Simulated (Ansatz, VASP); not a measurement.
**NaF2 in VASP and in Ansatz**

```
Na F
1.0
     3.66075    0.00000    0.00000
    -1.83037    3.17030    0.00000
     0.00000    0.00000    3.70596
Na F
1 2
Cartesian
  0.0000 0.0000 0.0000
  0.0000 2.1135 0.9448
  1.8304 1.0568 2.7611
```

Change from the starting cell: ordered vacancies on the cation sites of nickel arsenide (P-3m1, No. 164).

Alike in both runs: functional PBE; k mesh 12 × 12 × 12; occupations gaussian, width 0.1 eV; collinear spin.

Ansatz relaxed the structure, and its values are those at the end. VASP's run is a single point on that final structure, the one shown.

|  | VASP | Ansatz |
| --- | --- | --- |
| version | VASP 6.6.1 | Ansatz 0.2.0 |
| potentials or method | VASP PAW PBE potentials, release 64 (Na_pv, F), cutoff 520 eV | scalar-relativistic, plane waves, PAW |
| valence electrons in the cell | 21 | 23 |

VASP gave:

| Item | Value |
| --- | --- |
| gap on the k mesh at the Fermi level (eV) | none |
| pressure (GPa) | -0.2 |
| net moment per atom (μB) | 0.33 |
| size of the moment on the site where the two differ most (μB) | 0.45 |

**Question.** What did Ansatz give for the same quantities?

**Answer.** gap on the k mesh at the Fermi level (eV): none; pressure (GPa): 0.0; net moment per atom (μB): 0.33; size of the moment on the site where the two differ most (μB): 0.49.

Site moments also hang on the region over which each program counts them. A gap of «none» marks a metal or a gap that the smearing closes. VASP's potentials hold 21 valence electrons a cell and Ansatz's 23, so a difference there can come from the potentials and not from the codes.
